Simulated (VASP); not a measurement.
Here is a VASP 6.6.1 calculation.

The input INCAR:

```
SYSTEM = CdS
PREC = Accurate
ENCUT = 520
EDIFF = 1E-7
ISMEAR = 0
SIGMA = 0.01
LREAL = .False.
LASPH = .True.
NELM = 100
ALGO = Normal
ISIF = 2
LWAVE = .False.
LCHARG = .False.
GGA = PE
NBANDS = 16
```

KPOINTS

```
Automatic mesh
0
Gamma
  4 4 4
  0 0 0
```

The input POSCAR:

```
CdS
1.0
    0.0000000000      2.9686069849      2.9686069849
    2.9686069849      0.0000000000      2.9686069849
    2.9686069849      2.9686069849      0.0000000000
Cd S
1 1
Direct
    0.0000000000      0.0000000000      0.0000000000
    0.2500000000      0.2500000000      0.2500000000
```

Potentials or basis: VASP PAW PBE potentials, release 64 (Cd, S).

Launch:

```sh
$ cat potpaw_PBE.64/Cd/POTCAR potpaw_PBE.64/S/POTCAR > POTCAR
$ mpirun -np 1 vasp_std > vasp.out
```

(1) Predict the band gap on the k mesh.

(2) Estimate the pressure.

Answers

(1) 1.02 eV, direct.

(2) 0.1 GPa.

Caveat: the k points lie up to 0.46 Å⁻¹ apart; the cell differs from its parent crystal (strain +1.0%).
